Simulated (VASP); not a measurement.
C:

```
C
1.0
     1.22803    0.70900    3.34701
    -1.22803    0.70900    3.34701
     0.00000   -1.41801    3.34701
C
2
Direct
  0.83600 0.83600 0.83600
  0.16400 0.16400 0.16400
```

| Property | Result |
| --- | --- |
| Program | VASP 6.6.1 |
| Task | relaxation of cell and atoms |
| Functional | PBEsol |
| Potentials or basis | VASP PAW PBE potentials, release 64 (C) |
| Cutoff | 600 eV |
| k mesh | 12 × 12 × 12 |
| Occupations | fermi-dirac, width 0.05 eV |
| Spin | no spin polarisation |

At the start: pressure 1.4 GPa; volume 8.74 Å³/atom.

Problem. Where does the relaxation end?

Solution. Over 12 steps the energy falls by 12.4 meV/atom and the volume is 9.18 Å³/atom (+5.0 %); space group R-3m (No. 166, to 0.05 Å).

The path:
```csv
step,energy change (eV),largest force (eV/Å),pressure (GPa),volume (Å³)
1,0.0000,0.8572,1.41,17.48
2,-0.0131,0.5116,-2.59,17.68
3,-0.0223,0.0253,-0.95,17.60
4,-0.0216,0.0508,2.83,17.49
5,-0.0227,0.0034,0.49,17.56
6,-0.0229,0.0076,0.38,17.60
7,-0.0233,0.0141,0.32,17.66
8,-0.0238,0.0273,0.36,17.79
9,-0.0244,0.0545,0.23,18.05
10,-0.0243,0.1116,0.07,18.55
11,-0.0245,0.0805,0.18,18.27
12,-0.0248,0.0041,-0.14,18.35
```

Final structure:
```
C
1.0
     1.23033    0.71033    3.50016
    -1.23033    0.71033    3.50016
     0.00000   -1.42066    3.50016
C
2
Cartesian
  0.0000 0.0000 8.7509
  0.0000 0.0000 1.7496
```

Caveat: the PAW data sets were made with another functional, which shifts forces and pressure a little.
